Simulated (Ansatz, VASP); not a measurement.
Given: the input of a run of VASP 6.6.1 on Na.

File INCAR:

```
PREC     = Accurate       # precision mode
ENCUT    = 520            # plane-wave cutoff, eV
EDIFF    = 1E-6           # SCF threshold, eV
ISMEAR   = -1             # smearing method
SIGMA    = 0.05           # smearing width, eV
LREAL    = F              # projectors in reciprocal space
LASPH    = T              # aspherical terms in the spheres
NELM     = 80             # most SCF steps
ALGO     = Normal         # electronic algorithm
ISIF     = 2              # what is computed and relaxed
LWAVE    = F              # write WAVECAR
LCHARG   = F              # write CHGCAR
GGA      = PE             # functional
NBANDS   = 14             # bands
```

The input KPOINTS:

```
Automatic mesh
0
Gamma
  8 8 5
```

Contents of POSCAR:

```
Na
1.0
    3.8165714742      0.0000000000      0.0000000000
   -1.9082857371      3.3052478521      0.0000000000
    0.0000000000      0.0000000000      6.2349829711
Na
2
Direct
    0.6666666667      0.3333333333      0.7500000000
    0.3333333333      0.6666666667      0.2500000000
```

Potentials or basis: VASP PAW PBE potentials, release 64 (Na_pv).

Launch:

```bash
$ cat potpaw_PBE.64/Na_pv/POTCAR > POTCAR
$ mpirun -np 1 vasp_std > vasp.out
```

Task: Translate it to Ansatz 0.2.0. Potentials there: all-electron LAPW, scalar-relativistic.

Result: As run (the cutoff follows the program's own potentials):

The input input.yaml:

```yaml
crystal:
  lattice:
    - [3.8165714742, 0.0, 0.0]
    - [-1.9082857371, 3.3052478521, 0.0]
    - [0.0, 0.0, 6.2349829711]
  atoms:
    - { symbol: Na, position: [0.6666666667, 0.3333333333, 0.75] }
    - { symbol: Na, position: [0.3333333333, 0.6666666667, 0.25] }
kpoints:
  mp_grid: { grid: [8, 8, 5] }
scf:
  occupations: { method: fermi_dirac, width: 0.05 }
hamiltonian:
  xc: pbe
  pseudopotentials: { kind: all_electron, lapw: { basis_error: 0.0005 } }
output:
  forces: true
  stress: true
  eigenvalues: true
```

Potentials or basis: all-electron LAPW, scalar-relativistic.

Command:

```sh
$ ansatz run input.yaml --threads 1 --pin off --max-ram 3072MiB --backend cpu --events-out ev --progress --plain --runs-dir out
```

Both were run:

|  | VASP | Ansatz | Ansatz less VASP |
| --- | --- | --- | --- |
| gap on the k mesh at the Fermi level (eV) | none | none | - |
| pressure (GPa) | -0.4 | -0.4 | 0.00 |
| traceless stress, the component that is largest in VASP (GPa) | -0.15 | -0.15 | 0.000 |

A gap of «none» marks a metal or a gap that the smearing closes. Ansatz ran all-electron here, and VASP with PAW potentials.
